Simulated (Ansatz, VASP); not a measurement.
GdN: VASP beside Ansatz

```
Gd N
1.0
     0.00000    2.49950    2.49950
     2.49950    0.00000    2.49950
     2.49950    2.49950    0.00000
Gd N
1 1
Cartesian
  0.0000 0.0000 0.0000
  2.4995 2.4995 2.4995
```

Alike in both runs: task single point; functional PBE; k mesh 6 × 6 × 6; occupations gaussian, width 0.1 eV; collinear spin; Hubbard terms Gd f U = 4.0 eV.

|  | VASP | Ansatz |
| --- | --- | --- |
| version | VASP 6.6.1 | Ansatz 0.2.0 |
| potentials or method | VASP PAW PBE potentials, release 64 (Gd, N), cutoff 600 eV | scalar-relativistic, plane waves, PAW |
| valence electrons in the cell | 23 | 23 |

Ansatz gave:

* gap on the k mesh at the Fermi level (eV): none
* pressure (GPa): 0.0
* net moment per atom (μB): 3.50
* size of the moment on the site where the two differ most (μB): 6.92

Question: What did VASP give for the same quantities?

Answer: gap on the k mesh at the Fermi level (eV): none; pressure (GPa): 0.1; net moment per atom (μB): 3.50; size of the moment on the site where the two differ most (μB): 6.86.

Site moments also hang on the region over which each program counts them. The programs project onto different local orbitals, so the same U acts differently, and such runs can settle in different states. A gap of «none» marks a metal or a gap that the smearing closes. Ansatz's warnings: filled band counts differ across k points.

The k mesh is coarse, so the values compare programs but aren't converged. Spin-orbit coupling is off throughout.
